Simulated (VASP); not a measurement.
AlN: single point with PBE

Crystal: AlN.

```
Al N
1.0
     0.00000    2.32414    1.97552
     2.32414    0.00000    1.97552
     2.32414    2.32414    0.00000
Al N
1 1
Direct
  0.00000 0.00000 0.00000
  0.75000 0.75000 0.75000
```

This cell differs from its parent crystal: ratio of the length along z to the lengths across it x 0.85, volume and fractional coordinates fixed.

- Program: VASP 6.6.1
- Task: single point
- Functional: PBE
- Potentials or basis: VASP PAW PBE potentials, release 64 (Al, N)
- Cutoff: 520 eV
- k mesh: 10 × 10 × 10
- Occupations: gaussian, width 0.05 eV
- Spin: no spin polarisation

- Pressure: -2.5 GPa
- Band gap on the k mesh: 2.73 eV, indirect (least direct gap 3.53 eV)

Stress tensor (GPa, compression positive):
```
-6.92  0.00  0.00
 0.00 -6.92  0.00
 0.00  0.00  6.41
```

Levels at points of the mesh, in eV from the valence-band top:
```csv
k point,band 2,band 3,band 4,band 5,band 6,band 7
"(0.00, 0.00, 0.00)",-0.50,-0.50,0.00,3.53,11.91,12.11
"(0.50, 0.00, 0.00)",-6.12,-1.43,-0.36,6.11,9.25,9.53
"(0.50, 0.50, 0.00)",-4.17,-2.95,-2.95,2.73,6.36,14.18
"(0.50, 0.00, 0.50)",-5.73,-1.63,-1.62,3.32,8.93,12.12
```

It took 6 s on 1 thread of Intel(R) Xeon(R) 6975P-C (Granite Rapids), with other jobs on the host, peak memory 0.14 GiB.

 A k mesh can miss the band edges.
